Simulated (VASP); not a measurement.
# Cr (Im-3m) in VASP: further runs

The runs below take Cr through single point, with PBEsol, PBE.

Everything below comes from runs of VASP 6.6.1. Logs are shortened: lines on timing, memory, paths and dates and some standing lists are left out, and cuts for length are marked.

## 1. The cell of the first run

Symmetry: Im-3m, No. 229, cubic system. Conventional cell: a = 2.969 Å, b = 2.969 Å, c = 2.969 Å, α = 90.00°, β = 90.00°, γ = 90.00°. Cr (site symmetry m-3m) has 14 Cr at 2.57 to 2.97 Å within 3.4 Å.

## 2. Single point, PBEsol, collinear spin, ferromagnetic start

Contents of INCAR:

```
PREC = Accurate
ENCUT = 600
EDIFF = 1E-6
ISMEAR = -1
SIGMA = 0.05
LREAL = False
LASPH = True
NELM = 200
ALGO = Normal
ISIF = 2
LWAVE = False
LCHARG = False
ISPIN = 2
MAGMOM = 3
LORBIT = 11
NUPDOWN = 3.0
LMAXMIX = 4
GGA = PS
NBANDS = 17
GGA_COMPAT = False
```

Contents of KPOINTS:

```
regular mesh
0
Gamma
  10 10 10
```

Contents of POSCAR:

```
Cr
1.0
   -1.4844496776      1.4844496776      1.4844496776
    1.4844496776     -1.4844496776      1.4844496776
    1.4844496776      1.4844496776     -1.4844496776
Cr
1
Direct
    0.0000000000      0.0000000000      0.0000000000
```

Potentials or basis: VASP PAW PBE potentials, release 64 (Cr_sv).

The run is started by

```sh
> cat potpaw_PBE.64/Cr_sv/POTCAR > POTCAR
> mpirun -np 1 vasp_std > vasp.out
```

OUTCAR:

```text
PREC = Accurate
   ENCUT = 600
   EDIFF = 1E-6
   ISMEAR = -1
   LREAL = False
   LASPH = True
   NELM = 200
   ISIF = 2
   ISPIN = 2
   LORBIT = 11
   NUPDOWN = 3.0
   GGA = PS

 ion  position               nearest neighbor table
   1  0.000  0.000  0.000-

  LATTYP: Found a body centered cubic cell.
 ALAT       =     2.9688993552

  Lattice vectors:

 A1 = (  -1.4844496776,   1.4844496776,   1.4844496776)
 A2 = (   1.4844496776,  -1.4844496776,   1.4844496776)
 A3 = (   1.4844496776,   1.4844496776,  -1.4844496776)

Analysis of symmetry for initial positions (statically):
=====================================================================
 Subroutine PRICEL returns:
 Original cell was already a primitive cell.

 Routine SETGRP: Setting up the symmetry group for a
 body centered cubic supercell.

 Subroutine GETGRP returns: Found 48 space group operations
 (whereof 48 operations were pure point group operations)
 out of a pool of 48 trial point group operations.

The static configuration has the point symmetry O_h .

Analysis of symmetry for dynamics (positions and initial velocities):
=====================================================================
 Subroutine PRICEL returns:
 Original cell was already a primitive cell.

 Routine SETGRP: Setting up the symmetry group for a
 body centered cubic supercell.

 Subroutine GETGRP returns: Found 48 space group operations
 (whereof 48 operations were pure point group operations)
 out of a pool of 48 trial point group operations.

The dynamic configuration has the point symmetry O_h .

Analysis of structural, dynamic, and magnetic symmetry:
=====================================================================
 Subroutine PRICEL returns:
 Original cell was already a primitive cell.

 Routine SETGRP: Setting up the symmetry group for a
 body centered cubic supercell.

 Subroutine GETGRP returns: Found 48 space group operations
 (whereof 48 operations were pure point group operations)
 out of a pool of 48 trial point group operations.

The overall configuration has the point symmetry O_h .

 Subroutine INISYM returns: Found 48 space group operations
 (whereof 48 operations are pure point group operations),
 and found     1 'primitive' translations

----------------------------------------------------------------------------------------

                                     Primitive cell

  volume of cell :      13.0845

  direct lattice vectors                    reciprocal lattice vectors
    -1.484449678  1.484449678  1.484449678     0.000000000  0.336825160  0.336825160
     1.484449678 -1.484449678  1.484449678     0.336825160  0.000000000  0.336825160
     1.484449678  1.484449678 -1.484449678     0.336825160  0.336825160  0.000000000

  length of vectors
     2.571142263  2.571142263  2.571142263     0.476342709  0.476342709  0.476342709

  position of ions in fractional coordinates (direct lattice)
     0.000000000  0.000000000  0.000000000

  ion indices of the primitive-cell ions
   primitive index   ion index
                 1           1

----------------------------------------------------------------------------------------

 KPOINTS: regular mesh

Automatic generation of k-mesh.
 Grid dimensions read from file:
 generate k-points for:   10   10   10

 Generating k-lattice:

  Cartesian coordinates                     Fractional coordinates (reciprocal lattice)
     0.000000000  0.033682516  0.033682516     0.100000000  0.000000000  0.000000000
     0.033682516  0.000000000  0.033682516     0.000000000  0.100000000  0.000000000
     0.033682516  0.033682516  0.000000000     0.000000000  0.000000000  0.100000000

  Length of vectors
     0.047634271  0.047634271  0.047634271

  Shift w.r.t. Gamma in fractional coordinates (k-lattice)
     0.000000000  0.000000000  0.000000000

 Subroutine IBZKPT returns following result:
 ===========================================

 Found     47 irreducible k-points:

 Following reciprocal coordinates:
            Coordinates               Weight
  0.000000  0.000000  0.000000      1.000000
  0.100000  0.000000  0.000000     12.000000
  0.200000  0.000000  0.000000     12.000000
  0.300000  0.000000  0.000000     12.000000
  0.400000  0.000000  0.000000     12.000000
  0.500000  0.000000  0.000000      6.000000
[... 16 lines left out ...]
  0.300000  0.300000  0.100000      8.000000
 -0.300000  0.300000  0.100000     24.000000
 [... further k-points ...]
   k-points           NKPTS =     47   k-points in BZ     NKDIM =     47   number of bands    NBANDS=     17
   number of dos      NEDOS =    301   number of ions     NIONS =      1
   total plane-waves  NPLWV =  13824
   dimension x,y,z NGX =    24 NGY =   24 NGZ =   24
   dimension x,y,z NGXF=    48 NGYF=   48 NGZF=   48
   ions per type =               1
   NGX,Y,Z   is equivalent  to a cutoff of  15.52, 15.52, 15.52 a.u.
   NGXF,Y,Z  is equivalent  to a cutoff of  31.04, 31.04, 31.04 a.u.
 SYSTEM =  unknown system
   PREC   = accura    normal or accurate (medium, high low for compatibility)
   ISTART =      0    job   : 0-new  1-cont  2-samecut
   ICHARG =      2    charge: 1-file 2-atom 10-const
   ISPIN  =      2    spin polarized calculation?
   LNONCOLLINEAR =      F non collinear calculations
   LSORBIT =      F    spin-orbit coupling
   LASPH  =      T    aspherical Exc in radial PAW
   ENCUT  =  600.0 eV  44.10 Ry    6.64 a.u.   5.14  5.14  5.14*2*pi/ulx,y,z
   NELM   =    200;   NELMIN=  2; NELMDL= -5     # of ELM steps
   EDIFF  = 0.1E-05   stopping-criterion for ELM
   LREAL  =      F    real-space projection
[... 7 lines left out ...]
   TEBEG  =    0.0;   TEEND  =   0.0 temperature during run
   PSTRESS=    0.0 pullay stress
   NELECT =      14.0000    total number of electrons
   NUPDOWN=       3.0000    fix difference up-down
   EMIN   =  10.00;   EMAX   =-10.00  energy-range for DOS
   EFERMI =   0.00;   METHOD = LEGACY
   ISMEAR =    -1;   SIGMA  =   0.05  broadening in eV -4-tet -1-fermi 0-gaus
   EFERMI_NEDOS =   21; number of points for ismear=-14 and -15
   IALGO  =     38    algorithm
   IMIX   =      4    mixing-type and parameters
     AMIX     =   0.40;   BMIX     =  1.00
     AMIX_MAG =   1.60;   BMIX_MAG =  1.00
  volume/ion in A,a.u.               =      13.08        88.30
  Fermi-wavevector in a.u.,A,eV,Ry     =   1.674424  3.164202 38.146583  2.803695
  Thomas-Fermi vector in A             =   2.759222
   LORBIT       =     11    0 simple, 1 ext, 2 COOP (PROOUT), +10 PAW based schemes
   GGA     = PS    functional components
   LHFCALC =     F    Hartree Fock is set to
   AEXX    =    0.0000 exact exchange contribution
   IVDW    =     0    specifies the selected vdW correction
   LEPSILON=     F    determine dielectric tensor
   LRPA    =     F    only Hartree local field effects (RPA)
 spin polarized calculation
  energy-cutoff  :      600.00
  volume of cell :       13.08
 maximum number of plane-waves:       466
 NGX is ok and might be reduce to    24
   NGX = 11   NGY = 11   NGZ = 11

 number of electron      13.9999995 magnetization       2.9999998

 Free energy of the ion-electron system (eV)
  ---------------------------------------------------
  ext. energy  EPLUGINS =         0.00000000
  ---------------------------------------------------
  free energy    TOTEN  =        -8.70458986 eV

  energy without entropy =       -8.68067031  energy(sigma->0) =       -8.69263008

 E-fermi :  11.6494     XC(G=0): -13.0252

 val. band max:       12.8473911556   @ k =   0.3000   0.2000   0.1000
 cond. band min:      11.6539318197   @ k =   0.4000   0.2000   0.0000
 fundamental gap:     -1.1934593360
 Fermi energy:        12.8529924270

 spin component 1

 k-point     1 :       0.0000    0.0000    0.0000
  band No.  band energies     occupation
      1     -59.9298      1.00000
      2     -31.0171      1.00000
      3     -31.0171      1.00000
      4     -31.0171      1.00000
      5       3.8293      1.00000
      6      10.6755      1.00000
[... 9 lines left out ...]
     16      41.6891      0.00000
     17      41.6897      0.00000

 k-point     2 :       0.1000    0.0000    0.0000
  band No.  band energies     occupation
      1     -59.9172      1.00000
      2     -31.0807      1.00000
      3     -31.0374      1.00000
      4     -31.0174      1.00000
      5       4.2199      1.00000
      6      10.5330      1.00000
[... 9 lines left out ...]
     16      38.9605      0.00000
     17      40.1805      0.00000
[... 421 lines left out ...]
 k-point    24 :      -0.3000    0.3000    0.1000
  band No.  band energies     occupation
      1     -59.8331      1.00000
      2     -31.4376      1.00000
      3     -31.1773      1.00000
      4     -31.0666      1.00000
      5       6.9357      1.00000
      6      10.0256      1.00000
[... 9 lines left out ...]
     16      38.6168      0.00000
     17      46.1028      0.00000

 [... further k-points ...]

 spin component 2

 k-point     1 :       0.0000    0.0000    0.0000
  band No.  band energies     occupation
      1     -57.2187      1.00000
      2     -28.3280      1.00000
      3     -28.3280      1.00000
      4     -28.3280      1.00000
      5       5.1466      1.00000
      6      13.1954      0.00000
[... 9 lines left out ...]
     16      43.6959      0.00000
     17      43.6960      0.00000

 k-point     2 :       0.1000    0.0000    0.0000
  band No.  band energies     occupation
      1     -57.2056      1.00000
      2     -28.3955      1.00000
      3     -28.3490      1.00000
      4     -28.3284      1.00000
      5       5.5396      1.00000
      6      13.0328      0.00000
[... 9 lines left out ...]
     16      40.8412      0.00000
     17      41.5769      0.00000
[... 421 lines left out ...]
 k-point    24 :      -0.3000    0.3000    0.1000
  band No.  band energies     occupation
      1     -57.1175      1.00000
      2     -28.7733      1.00000
      3     -28.4945      1.00000
      4     -28.3807      1.00000
      5       8.3808      1.00000
      6      12.3343      0.00000
[... 9 lines left out ...]
     16      40.0819      0.00000
     17      47.4510      0.00000

 [... further k-points ...]
[... 5 lines left out ...]
  --------------------------------------------------------------------------------------
  -------------------------------------------------------------------------------------
  Total        1.2171991      1.2171991      1.2171991      0.0000000      0.0000000      0.0000000
  in kB      149.0444357    149.0444357    149.0444357      0.0000000      0.0000000      0.0000000
  external PRESSURE =     149.0444357 kB  Pullay stress =       0.0000000 kB

 VOLUME and BASIS-vectors are now :
 -----------------------------------------------------------------------------
  energy-cutoff  :      600.00
  volume of cell :       13.08
      direct lattice vectors                 reciprocal lattice vectors
    -1.484449678  1.484449678  1.484449678     0.000000000  0.336825160  0.336825160
     1.484449678 -1.484449678  1.484449678     0.336825160  0.000000000  0.336825160
     1.484449678  1.484449678 -1.484449678     0.336825160  0.336825160  0.000000000

 POSITION                                       TOTAL-FORCE (eV/Angst)
 -----------------------------------------------------------------------------------
      0.00000      0.00000      0.00000        -0.000000      0.000000      0.000000
 -----------------------------------------------------------------------------------
    total drift:                               -0.000000      0.000000      0.000000

  FREE ENERGIE OF THE ION-ELECTRON SYSTEM (eV)
  ---------------------------------------------------
  free  energy   TOTEN  =        -8.7045898551 eV

  energy  without entropy=       -8.6806703117  energy(sigma->0) =       -8.69263008

 total charge

# of ion       s       p       d       tot
------------------------------------------
    1        2.176   5.988   3.639  11.802

 magnetization (x)

# of ion       s       p       d       tot
------------------------------------------
    1        0.005   0.036   2.425   2.467
```

It took 25 s on 1 thread of AMD EPYC 7R13 (Zen 3), shared host; peak memory 0.13 GiB.

Results:

```
Free energy                                           : -8.7046 eV
Pressure                                              : 14.9 GPa
Net moment                                            : 3.00 μB per cell
Site moments                                          : Cr +2.47 μB
Valence electrons inside the program's atomic spheres : Cr 11.80
```

Caveat: the PAW data sets were made with another functional, which shifts forces and pressure a little; the total moment is fixed, so each spin has its own Fermi level.

## 3. Single point, PBEsol, collinear spin, ferromagnetic start

Contents of INCAR:

```
SYSTEM = Cr
PREC = Accurate ; ENCUT = 600
EDIFF = 1E-6 ; ISMEAR = -1
SIGMA = 0.05 ; LREAL = .FALSE.
LASPH = .TRUE. ; NELM = 200
ALGO = Normal ; ISIF = 2
LWAVE = .FALSE. ; LCHARG = .FALSE.
ISPIN = 2 ; MAGMOM = 1.5
LORBIT = 11 ; NUPDOWN = 1.5
LMAXMIX = 4 ; GGA = PS
NBANDS = 17 ; GGA_COMPAT = .FALSE.
```

Contents of KPOINTS:

```
regular mesh
0
G
  10 10 10
  0 0 0
```

POSCAR is that of step 2.

Potentials or basis: VASP PAW PBE potentials, release 64 (Cr_sv).

The run is started by

```sh
> cat potpaw_PBE.64/Cr_sv/POTCAR > POTCAR
> mpirun -np 1 vasp_std > vasp.out
```

It took 64 s on 1 thread of AMD EPYC 7R43 (Zen 3), shared host; peak memory 0.12 GiB.

It converged, with:

```
Free energy                                           : -9.5383 eV
Pressure                                              : -18.7 GPa
Net moment                                            : 1.50 μB per cell
Site moments                                          : Cr +1.25 μB
Valence electrons inside the program's atomic spheres : Cr 11.72
```

Caveat: the PAW data sets were made with another functional, which shifts forces and pressure a little; the total moment is fixed, so each spin has its own Fermi level.

(Part 1 of 2 ends here.)
